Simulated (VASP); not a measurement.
# Ga2O3 (Pbcn) in VASP: further runs

Ga2O3 is run at these levels: PBE; tasks: single point.

All numbers are computed with VASP 6.6.1; they aren't measurements. Logs are shortened: lines on timing, memory, paths and dates and some standing lists are left out, and cuts for length are marked.

### 1 The cell of the first run

The structure is orthorhombic, space group Pbcn (No. 60). Conventional cell: a = 6.895 Å, b = 4.700 Å, c = 4.822 Å, α = 90.00°, β = 90.00°, γ = 90.00°. Within 2.4 Å of Ga (site symmetry 1) lie 6 O at 1.83 to 2.01 Å. O (site symmetry 1) has 5 Ga at 1.84 to 2.88 Å and 10 O at 2.45 to 2.89 Å within 2.9 Å. Within 2.6 Å of O (site symmetry 2) lie 4 Ga at 1.83 to 1.93 Å and 8 O at 2.45 to 2.55 Å.

### 2 Single point, PBE (7.81 Å³/atom)

INCAR reads:

```
SYSTEM = Ga2O3
ALGO = Normal
EDIFF = 1E-6
ENCUT = 520
GGA = PE
ISIF = 2
ISMEAR = -1
LASPH = .True.
LCHARG = .False.
LREAL = Auto
LWAVE = .False.
NBANDS = 104
NELM = 60
PREC = Accurate
SIGMA = 0.02
```

KPOINTS reads:

```
k-points
0
Gamma
  3 5 5
  0 0 0
```

POSCAR reads:

```
Ga2O3
1.0
    6.8954079921      0.0000000000      0.0000000000
    0.0000000000      4.7002406538      0.0000000000
    0.0000000000      0.0000000000      4.8224151256
Ga O
8 12
Direct
    0.1177194288      0.7542090494      0.0354646188
    0.6177194288      0.7457909506      0.9645353812
    0.8822805712      0.7542090494      0.4645353812
    0.3822805712      0.7457909506      0.5354646188
    0.8822805712      0.2457909506      0.9645353812
    0.3822805712      0.2542090494      0.0354646188
    0.1177194288      0.2457909506      0.5354646188
    0.6177194288      0.2542090494      0.4645353812
    0.8474890882      0.6082373879      0.1031154909
    0.3474890882      0.8917626121      0.8968845091
    0.1525109118      0.6082373879      0.3968845091
    0.6525109118      0.8917626121      0.6031154909
    0.1525109118      0.3917626121      0.8968845091
    0.6525109118      0.1082373879      0.1031154909
    0.8474890882      0.3917626121      0.6031154909
    0.3474890882      0.1082373879      0.3968845091
    0.0000000000      0.0545763500      0.2500000000
    0.5000000000      0.4454236500      0.7500000000
    0.0000000000      0.9454236500      0.7500000000
    0.5000000000      0.5545763500      0.2500000000
```

Potentials or basis: VASP PAW PBE potentials, release 64 (Ga_d, O).

Run with:

```sh
$ cat potpaw_PBE.64/Ga_d/POTCAR potpaw_PBE.64/O/POTCAR > POTCAR
$ mpirun -np 1 vasp_std > vasp.out
```

OUTCAR:

```text
SYSTEM = Ga2O3
   EDIFF = 1E-6
   ENCUT = 520
   GGA = PE
   ISIF = 2
   ISMEAR = -1
   LASPH = .True.
   LREAL = Auto
   NELM = 60
   PREC = Accurate

 ion  position               nearest neighbor table
   1  0.118  0.754  0.035-  19 1.83  10 1.84  13 1.85  11 1.89  17 1.93   9 2.01   3 2.63   5 2.84
                             5 2.91
   2  0.618  0.746  0.965-  20 1.83   9 1.84  14 1.85  12 1.89  18 1.93  10 2.01   4 2.63   6 2.84
                             6 2.91
   3  0.882  0.754  0.465-  19 1.83  12 1.84  15 1.85   9 1.89  17 1.93  11 2.01   1 2.63   7 2.84
                             7 2.91
   4  0.382  0.746  0.535-  20 1.83  11 1.84  16 1.85  10 1.89  18 1.93  12 2.01   2 2.63   8 2.84
                             8 2.91
   5  0.882  0.246  0.965-  17 1.83  14 1.84   9 1.85  15 1.89  19 1.93  13 2.01   7 2.63   1 2.84
                             1 2.91
   6  0.382  0.254  0.035-  18 1.83  13 1.84  10 1.85  16 1.89  20 1.93  14 2.01   8 2.63   2 2.84
                             2 2.91
   7  0.118  0.246  0.535-  17 1.83  16 1.84  11 1.85  13 1.89  19 1.93  15 2.01   5 2.63   3 2.84
                             3 2.91
   8  0.618  0.254  0.465-  18 1.83  15 1.84  12 1.85  14 1.89  20 1.93  16 2.01   6 2.63   4 2.84
                             4 2.91
   9  0.847  0.608  0.103-   2 1.84   5 1.85   3 1.89   1 2.01
  10  0.347  0.892  0.897-   1 1.84   6 1.85   4 1.89   2 2.01
  11  0.153  0.608  0.397-   4 1.84   7 1.85   1 1.89   3 2.01
  12  0.653  0.892  0.603-   3 1.84   8 1.85   2 1.89   4 2.01
  13  0.153  0.392  0.897-   6 1.84   1 1.85   7 1.89   5 2.01
  14  0.653  0.108  0.103-   5 1.84   2 1.85   8 1.89   6 2.01
  15  0.847  0.392  0.603-   8 1.84   3 1.85   5 1.89   7 2.01
  16  0.347  0.108  0.397-   7 1.84   4 1.85   6 1.89   8 2.01
  17  0.000  0.055  0.250-   5 1.83   7 1.83   1 1.93   3 1.93
  18  0.500  0.445  0.750-   6 1.83   8 1.83   2 1.93   4 1.93
  19  0.000  0.945  0.750-   1 1.83   3 1.83   5 1.93   7 1.93
  20  0.500  0.555  0.250-   2 1.83   4 1.83   6 1.93   8 1.93

  LATTYP: Found a simple orthorhombic cell.
 ALAT       =     4.7002406538
 B/A-ratio  =     1.0259932375
 C/A-ratio  =     1.4670329670

  Lattice vectors:

 A1 = (   0.0000000000,   4.7002406538,   0.0000000000)
 A2 = (   0.0000000000,   0.0000000000,   4.8224151256)
 A3 = (   6.8954079921,   0.0000000000,   0.0000000000)

Analysis of symmetry for initial positions (statically):
=====================================================================
 Subroutine PRICEL returns:
 Original cell was already a primitive cell.

 Routine SETGRP: Setting up the symmetry group for a
 simple orthorhombic supercell.

 Subroutine GETGRP returns: Found  8 space group operations
 (whereof  2 operations were pure point group operations)
 out of a pool of  8 trial point group operations.

The static configuration has the point symmetry S_2 .
 The point group associated with its full space group is D_2h.

Analysis of symmetry for dynamics (positions and initial velocities):
=====================================================================
 Subroutine PRICEL returns:
 Original cell was already a primitive cell.

 Routine SETGRP: Setting up the symmetry group for a
 simple orthorhombic supercell.

 Subroutine GETGRP returns: Found  8 space group operations
 (whereof  2 operations were pure point group operations)
 out of a pool of  8 trial point group operations.

The dynamic configuration has the point symmetry S_2 .
 The point group associated with its full space group is D_2h.

 Subroutine INISYM returns: Found  8 space group operations
 (whereof  2 operations are pure point group operations),
 and found     1 'primitive' translations

----------------------------------------------------------------------------------------

                                     Primitive cell

  volume of cell :     156.2948

  direct lattice vectors                    reciprocal lattice vectors
     6.895407992  0.000000000  0.000000000     0.145024051  0.000000000  0.000000000
     0.000000000  4.700240654  0.000000000     0.000000000  0.212755064  0.000000000
     0.000000000  0.000000000  4.822415126     0.000000000  0.000000000  0.207364977

  length of vectors
     6.895407992  4.700240654  4.822415126     0.145024051  0.212755064  0.207364977

  position of ions in fractional coordinates (direct lattice)
     0.117719429  0.754209049  0.035464619
     0.617719429  0.745790951  0.964535381
     0.882280571  0.754209049  0.464535381
     0.382280571  0.745790951  0.535464619
     0.882280571  0.245790951  0.964535381
     0.382280571  0.254209049  0.035464619
[... 12 lines left out ...]
     0.000000000  0.945423650  0.750000000
     0.500000000  0.554576350  0.250000000

  ion indices of the primitive-cell ions
   primitive index   ion index
                 1           1
                 2           2
                 3           3
                 4           4
                 5           5
                 6           6
[... 12 lines left out ...]
                19          19
                20          20

----------------------------------------------------------------------------------------

 KPOINTS: k-points

Automatic generation of k-mesh.
 Grid dimensions read from file:
 generate k-points for:    3    5    5

 Generating k-lattice:

  Cartesian coordinates                     Fractional coordinates (reciprocal lattice)
     0.048341350  0.000000000  0.000000000     0.333333333  0.000000000  0.000000000
     0.000000000  0.042551013  0.000000000     0.000000000  0.200000000  0.000000000
     0.000000000  0.000000000  0.041472995     0.000000000  0.000000000  0.200000000

  Length of vectors
     0.048341350  0.042551013  0.041472995

  Shift w.r.t. Gamma in fractional coordinates (k-lattice)
     0.000000000  0.000000000  0.000000000

 Subroutine IBZKPT returns following result:
 ===========================================

 Found     18 irreducible k-points:

 Following reciprocal coordinates:
            Coordinates               Weight
  0.000000  0.000000  0.000000      1.000000
  0.333333  0.000000  0.000000      2.000000
  0.000000  0.200000  0.000000      2.000000
  0.333333  0.200000  0.000000      4.000000
  0.000000  0.400000  0.000000      2.000000
  0.333333  0.400000  0.000000      4.000000
[... 10 lines left out ...]
  0.000000  0.400000  0.400000      4.000000
  0.333333  0.400000  0.400000      8.000000
   k-points           NKPTS =     18   k-points in BZ     NKDIM =     18   number of bands    NBANDS=    104
   number of dos      NEDOS =    301   number of ions     NIONS =     20
   total plane-waves  NPLWV =  69984
   dimension x,y,z NGX =    54 NGY =   36 NGZ =   36
   dimension x,y,z NGXF=   108 NGYF=   72 NGZF=   72
   ions per type =               8  12
   NGX,Y,Z   is equivalent  to a cutoff of  13.02, 12.73, 12.41 a.u.
   NGXF,Y,Z  is equivalent  to a cutoff of  26.04, 25.47, 24.82 a.u.
 SYSTEM =  Ga2O3
   PREC   = accura    normal or accurate (medium, high low for compatibility)
   ISTART =      0    job   : 0-new  1-cont  2-samecut
   ICHARG =      2    charge: 1-file 2-atom 10-const
   ISPIN  =      1    spin polarized calculation?
   LNONCOLLINEAR =      F non collinear calculations
   LSORBIT =      F    spin-orbit coupling
   LASPH  =      T    aspherical Exc in radial PAW
   ENCUT  =  520.0 eV  38.22 Ry    6.18 a.u.  12.82  8.74  8.97*2*pi/ulx,y,z
   NELM   =     60;   NELMIN=  2; NELMDL= -5     # of ELM steps
   EDIFF  = 0.1E-05   stopping-criterion for ELM
   LREAL  =      T    real-space projection
   EDIFFG = 0.1E-04   stopping-criterion for IOM
   NSW    =      0    number of steps for IOM
   IBRION =     -1    ionic relax: 0-MD 1-quasi-New 2-CG
   NFREE  =      0    steps in history (QN), initial steepest desc. (CG)
   ISIF   =      2    stress and relaxation
   ISYM   =      2    0-nonsym 1-usesym 2-fastsym
   POTIM  = 0.5000    time-step for ionic-motion
   TEBEG  =    0.0;   TEEND  =   0.0 temperature during run
   PSTRESS=    0.0 pullay stress
   NELECT =     176.0000    total number of electrons
   NUPDOWN=      -1.0000    fix difference up-down
   EMIN   =  10.00;   EMAX   =-10.00  energy-range for DOS
   EFERMI =   0.00;   METHOD = LEGACY
   ISMEAR =    -1;   SIGMA  =   0.02  broadening in eV -4-tet -1-fermi 0-gaus
   EFERMI_NEDOS =   21; number of points for ismear=-14 and -15
   IALGO  =     38    algorithm
   IMIX   =      4    mixing-type and parameters
     AMIX     =   0.40;   BMIX     =  1.00
     AMIX_MAG =   1.60;   BMIX_MAG =  1.00
  volume/ion in A,a.u.               =       7.81        52.74
  Fermi-wavevector in a.u.,A,eV,Ry     =   1.703194  3.218570 39.468739  2.900870
  Thomas-Fermi vector in A             =   2.782826
   LORBIT       =      0    0 simple, 1 ext, 2 COOP (PROOUT), +10 PAW based schemes
   GGA     = PE    functional components
   LHFCALC =     F    Hartree Fock is set to
   AEXX    =    0.0000 exact exchange contribution
   IVDW    =     0    specifies the selected vdW correction
   LEPSILON=     F    determine dielectric tensor
   LRPA    =     F    only Hartree local field effects (RPA)
 non-spin polarized calculation
  energy-cutoff  :      520.00
  volume of cell :      156.29
 maximum number of plane-waves:      4232
 NGX is ok and might be reduce to    54
   NGX = 25   NGY = 17   NGZ = 17

 number of electron     175.9999982 magnetization

 Free energy of the ion-electron system (eV)
  ---------------------------------------------------
  ext. energy  EPLUGINS =         0.00000000
  ---------------------------------------------------
  free energy    TOTEN  =      -109.78545652 eV

  energy without entropy =     -109.78545652  energy(sigma->0) =     -109.78545652

 E-fermi :   7.7867     XC(G=0): -13.5357

 val. band max:        7.2673726701   @ k =   0.3333   0.0000   0.2000
 cond. band min:      11.8216835750   @ k =   0.0000   0.0000   0.0000
 fundamental gap:      4.5543109049
 Fermi energy:         7.7867054391

 k-point     1 :       0.0000    0.0000    0.0000
  band No.  band energies     occupation
      1     -13.6020      2.00000
      2     -12.2762      2.00000
      3     -11.5227      2.00000
      4     -11.1587      2.00000
      5     -11.0031      2.00000
      6     -10.9551      2.00000
[... 92 lines left out ...]
     99      18.1318      0.00000
    100      18.3396      0.00000

 k-point     2 :       0.3333    0.0000    0.0000
  band No.  band energies     occupation
      1     -13.3887      2.00000
      2     -12.8126      2.00000
      3     -11.0992      2.00000
      4     -11.0941      2.00000
      5     -10.9961      2.00000
      6     -10.8950      2.00000
[... 1637 lines left out ...]
     99      17.9075      0.00000
    100      17.9526      0.00000

 k-point    18 :       0.3333    0.4000    0.4000
  band No.  band energies     occupation
      1     -12.2626      2.00000
      2     -11.8577      2.00000
      3     -11.7922      2.00000
      4     -11.7621      2.00000
      5     -11.2368      2.00000
      6     -11.2046      2.00000
[... 92 lines left out ...]
     99      17.4627      0.00000
    100      17.5058      0.00000
 [bands above 100 left out]

------------------------ aborting loop because EDIFF is reached ----------------------------------------

  FORCE on cell =-STRESS in cart. coord.  units (eV):
  Direction    XX          YY          ZZ          XY          YZ          ZX
  --------------------------------------------------------------------------------------
  -------------------------------------------------------------------------------------
  Total       73.6168943     75.0234398     75.2733958      0.0000000     -0.0000000      0.0000000
  in kB      754.6462512    769.0647392    771.6270364      0.0000000     -0.0000000      0.0000000
  external PRESSURE =     765.1126756 kB  Pullay stress =       0.0000000 kB

 VOLUME and BASIS-vectors are now :
 -----------------------------------------------------------------------------
  energy-cutoff  :      520.00
  volume of cell :      156.29
      direct lattice vectors                 reciprocal lattice vectors
     6.895407992  0.000000000  0.000000000     0.145024051  0.000000000  0.000000000
     0.000000000  4.700240654  0.000000000     0.000000000  0.212755064  0.000000000
     0.000000000  0.000000000  4.822415126     0.000000000  0.000000000  0.207364977

 POSITION                                       TOTAL-FORCE (eV/Angst)
 -----------------------------------------------------------------------------------
      0.81172      3.54496      0.17103         0.036089      0.003447     -0.021929
      4.25943      3.50540      4.65139         0.036089     -0.003447      0.021929
      6.08368      3.54496      2.24018        -0.036089      0.003447      0.021929
      2.63598      3.50540      2.58223        -0.036089     -0.003447     -0.021929
      6.08368      1.15528      4.65139        -0.036089     -0.003447      0.021929
      2.63598      1.19484      0.17103        -0.036089      0.003447     -0.021929
[... 12 lines left out ...]
      0.00000      4.44372      3.61681        -0.000000     -0.039591     -0.000000
      3.44770      2.60664      1.20560        -0.000000      0.039591      0.000000
 -----------------------------------------------------------------------------------
    total drift:                                0.000000     -0.000000      0.000000

  FREE ENERGIE OF THE ION-ELECTRON SYSTEM (eV)
  ---------------------------------------------------
  free  energy   TOTEN  =      -109.7854565226 eV

  energy  without entropy=     -109.7854565226  energy(sigma->0) =     -109.78545652
```

Run time: 16 min. Hardware: 1 thread of Intel Xeon 8259CL, shared host; peak memory 0.36 GiB.

Results:

| Quantity | Value |
| --- | --- |
| Free energy | -109.7855 eV |
| Pressure | 76.5 GPa |
| Largest force | 0.042 eV/Å |
| Band gap on the k mesh | 4.55 eV (least direct gap 4.70 eV) |

Forces in eV/Å, atoms in the order of the input:
```
Ga   0.036  0.003 -0.022
Ga   0.036 -0.003  0.022
Ga  -0.036  0.003  0.022
Ga  -0.036 -0.003 -0.022
Ga  -0.036 -0.003  0.022
Ga  -0.036  0.003 -0.022
Ga   0.036 -0.003 -0.022
Ga   0.036  0.003  0.022
O   -0.017 -0.013 -0.001
O   -0.017  0.013  0.001
O    0.017 -0.013  0.001
O    0.017  0.013 -0.001
O    0.017  0.013  0.001
O    0.017 -0.013 -0.001
O   -0.017  0.013 -0.001
O   -0.017 -0.013  0.001
O    0.000  0.040  0.000
O    0.000 -0.040  0.000
O    0.000 -0.040  0.000
O    0.000  0.040  0.000
```

Stress tensor (GPa, compression positive):
```
75.46  0.00  0.00
 0.00 76.91  0.00
 0.00  0.00 77.16
```

Caveat: the cell stands under pressure; an odd mesh through Γ misses points on the zone boundary, where band edges can lie.

### 3 Single point, PBE

This run uses another cell than the first one, of 7.97 Å³/atom.

INCAR reads:

```
PREC = Accurate
ENCUT = 520
EDIFF = 1E-7
ISMEAR = -1
SIGMA = 0.02
LREAL = Auto
LASPH = T
NELM = 60
ALGO = Normal
ISIF = 2
LWAVE = F
LCHARG = T
GGA = PE
LELF = T
LVHAR = T
NBANDS = 104
```

KPOINTS reads:

```
regular mesh
0
Gamma
  3 5 5
```

POSCAR reads:

```
Ga2O3
1.0
    6.9420000000      0.0000000000      0.0000000000
    0.0000000000      4.7320000000      0.0000000000
    0.0000000000      0.0000000000      4.8550000000
Ga O
8 12
Direct
    0.1172431338      0.7540732339      0.0347316224
    0.6172431338      0.7459267661      0.9652683776
    0.8827568662      0.7540732339      0.4652683776
    0.3827568662      0.7459267661      0.5347316224
    0.8827568662      0.2459267661      0.9652683776
    0.3827568662      0.2540732339      0.0347316224
    0.1172431338      0.2459267661      0.5347316224
    0.6172431338      0.2540732339      0.4652683776
    0.8472982217      0.6081997586      0.1033779399
    0.3472982217      0.8918002414      0.8966220601
    0.1527017783      0.6081997586      0.3966220601
    0.6527017783      0.8918002414      0.6033779399
    0.1527017783      0.3918002414      0.8966220601
    0.6527017783      0.1081997586      0.1033779399
    0.8472982217      0.3918002414      0.6033779399
    0.3472982217      0.1081997586      0.3966220601
    0.0000000000      0.0537551355      0.2500000000
    0.5000000000      0.4462448645      0.7500000000
    0.0000000000      0.9462448645      0.7500000000
    0.5000000000      0.5537551355      0.2500000000
```

Potentials or basis: VASP PAW PBE potentials, release 64 (Ga_d, O).

Run with:

```sh
$ cat potpaw_PBE.64/Ga_d/POTCAR potpaw_PBE.64/O/POTCAR > POTCAR
$ mpirun -np 1 vasp_std > vasp.out
```

It took 15 min on 1 thread of Intel Xeon 8259CL, shared host; peak memory 0.36 GiB.

The run converged. Its results:

```
Free energy            : -111.2160 eV
Pressure               : 66.8 GPa
Largest force          : 0.053 eV/Å
Band gap on the k mesh : 4.32 eV (least direct gap 4.47 eV)
```

Forces in eV/Å, atoms in the order of the input:
```
Ga   0.048 -0.017 -0.017
Ga   0.048  0.017  0.017
Ga  -0.048 -0.017  0.017
Ga  -0.048  0.017 -0.017
Ga  -0.048  0.017  0.017
Ga  -0.048 -0.017 -0.017
Ga   0.048  0.017 -0.017
Ga   0.048 -0.017  0.017
O   -0.017 -0.007 -0.006
O   -0.017  0.007  0.006
O    0.017 -0.007  0.006
O    0.017  0.007 -0.006
O    0.017  0.007  0.006
O    0.017 -0.007 -0.006
O   -0.017  0.007 -0.006
O   -0.017 -0.007  0.006
O    0.000  0.037  0.000
O    0.000 -0.037  0.000
O    0.000 -0.037  0.000
O    0.000  0.037  0.000
```

Stress tensor (GPa, compression positive):
```
65.95  0.00  0.00
 0.00 67.31  0.00
 0.00  0.00 67.10
```

Levels at points of the mesh, in eV from the valence-band top:
```csv
k point,band 85,band 86,band 87,band 88,band 89,band 90,band 91,band 92
"(0.00, 0.00, 0.00)",-0.22,-0.21,-0.17,-0.15,4.32,7.59,7.79,8.20
```

Caveat: the cell stands under pressure; an odd mesh through Γ misses points on the zone boundary, where band edges can lie.
